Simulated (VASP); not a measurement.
Here is a VASP 6.6.1 calculation.

The input POSCAR:

```
WS2
1.0
   -2.3690038826      2.3690038826      4.6455734726
    2.3690038826     -2.3690038826      4.6455734726
    2.3690038826      2.3690038826     -4.6455734726
W S
2 4
Direct
    0.7500000000      0.2500000000      0.5000000000
    0.0000000000      0.0000000000      0.0000000000
    0.4876337886     -0.0123662114      0.5000000000
    0.7376337886      0.7376337886      0.0000000000
    0.2623662114      0.2623662114      0.0000000000
    1.0123662114      0.5123662114      0.5000000000
```

The input INCAR.step1:

```
SYSTEM = WS2
PREC = Accurate
ENCUT = 520
ISMEAR = -1
SIGMA = 0.03
LREAL = .False.
LASPH = .True.
NELM = 100
NBANDS = 35
GGA = PE
ALGO = Normal
EDIFF = 1E-4
LWAVE = .True.
LCHARG = .False.
```

INCAR.step2

```
SYSTEM = WS2
PREC = Accurate
ENCUT = 520
EDIFF = 1E-7
ISMEAR = -1
SIGMA = 0.03
LREAL = .False.
LASPH = .True.
NELM = 100
ALGO = Normal
ISIF = 2
LWAVE = .False.
LCHARG = .False.
METAGGA = R2SCAN
LMIXTAU = .True.
LUSE_VDW = .True.
IVDW_NL = 2
BPARAM = 11.95
CPARAM = 0.0093
NBANDS = 35
ISTART = 1
```

The input KPOINTS:

```
regular mesh
0
Gamma
  8 8 8
  0 0 0
```

Potentials or basis: VASP PAW PBE potentials, release 64 (W_sv, S).

Launch:

```console
$ cat potpaw_PBE.64/W_sv/POTCAR potpaw_PBE.64/S/POTCAR > POTCAR
$ cp INCAR.step1 INCAR
$ mpirun -np 1 vasp_std > vasp.out
$ cp INCAR.step2 INCAR
$ mpirun -np 1 vasp_std > vasp.out
```

Q: What does it give for the pressure?

A: 0.4 GPa.

Q: Predict the band gap on the k mesh.

A: Zero (band 26 reaches 8.86 eV, above the bottom of band 27 at 6.19 eV).

Forces in eV/Å, atoms in the order of the input:
```
W    0.000  0.000  0.000
W    0.000  0.000  0.000
S    0.000  0.000 -0.018
S    0.000  0.000 -0.018
S    0.000  0.000  0.018
S    0.000  0.000  0.018
```

Caveat: the PAW data sets were made with another functional, which shifts forces and pressure a little; spin-orbit coupling is left out, which moves the levels of the heavy elements.
